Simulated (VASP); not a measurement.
Wanted: the native input for a VASP 6.6.1 run.

* Task: single point
* Functional: PBE
* Potentials or basis: VASP PAW PBE potentials, release 64 (Au)
* Cutoff: 520 eV
* k mesh: 18 × 18 × 2
* Occupations: gaussian, width 0.1 eV
* Spin: no spin polarisation
* Dipole correction: no
* Further INCAR settings: ALGO = Fast; EDIFF = 1e-06; NBANDS = 66

The structure of Au lies in POSCAR:

```
Au
1.0
    2.9307164864      0.0000000000      0.0000000000
   -1.4653582432      2.5380749285      0.0000000000
    0.0000000000      0.0000000000     24.1739854810
Au
10
Direct
    0.0000000000      0.0000000000     -0.0004030582
    0.3333333333      0.6666666667      0.1000000000
    0.0000000000      0.0000000000      0.2004030582
    0.3333333333      0.6666666667      0.3003087893
    0.6666666667      0.3333333333      0.4002054315
    0.3333333333      0.6666666667      0.5000962376
    0.0000000000      0.0000000000      0.6000000000
    0.3333333333      0.6666666667      0.6999037624
    0.6666666667      0.3333333333      0.7997945685
    0.3333333333      0.6666666667      0.8996912107
```

The input as run:

INCAR

```
SYSTEM = Au
PREC = Accurate
ENCUT = 520
EDIFF = 1E-6
ISMEAR = 0
SIGMA = 0.1
LREAL = .FALSE.
LASPH = .TRUE.
NELM = 100
ALGO = Fast
ISIF = 2
LWAVE = .FALSE.
LCHARG = .FALSE.
GGA = PE
NBANDS = 66
```

KPOINTS

```
Automatic mesh
0
G
  18 18 2
  0 0 0
```

Potentials or basis: VASP PAW PBE potentials, release 64 (Au).

Command:

```bash
$ cat potpaw_PBE.64/Au/POTCAR > POTCAR
$ mpirun -np 1 vasp_std > vasp.out
```

It gave:

```json
{
 "Pressure": "-0.2 GPa",
 "Band gap on the k mesh": "zero (bands 55 and 56 overlap by 4.79 eV)"
}
```

Caveat: spin-orbit coupling is left out, which moves the levels of the heavy elements.

Wall time 7.4 min on 1 thread of Intel(R) Xeon(R) 6975P-C (Granite Rapids), with other jobs on the host, peak memory 0.7 GiB.
